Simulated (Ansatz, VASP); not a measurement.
**Two plane-wave programs on Sn**

```xyz
1
Lattice="-1.7788 1.7788 1.9660 1.7788 -1.7788 1.9660 1.7788 1.7788 -1.9660" Properties=species:S:1:pos:R:3 pbc="T T T"
Sn    0.0000    0.0000    0.0000
```

Change from the starting cell: strain -0.050 along x and y, +0.050 along z, atoms carried along.

Alike in both runs: task single point; functional PBEsol; k mesh 22 × 22 × 22; occupations gaussian, width 0.15 eV; no spin polarisation.

|  | VASP | Ansatz |
| --- | --- | --- |
| version | VASP 6.6.1 | Ansatz 0.2.0 |
| potentials or method | VASP PAW PBE potentials, release 64 (Sn_d), cutoff 520 eV | scalar-relativistic, plane waves, PAW |
| valence electrons in the cell | 14 | 14 |

|  | VASP | Ansatz | Ansatz less VASP |
| --- | --- | --- | --- |
| gap on the k mesh at the Fermi level (eV) | none | none | - |
| pressure (GPa) | 3.3 | 3.3 | +0.03 |
| traceless stress, the component that is largest in VASP (GPa) | 0.25 | 0.25 | 0.000 |

VASP's potentials were made for PBE, not for PBEsol. A gap of «none» marks a metal or a gap that the smearing closes. With one functional, cell and mesh, what is left measures potentials, basis and numerics.
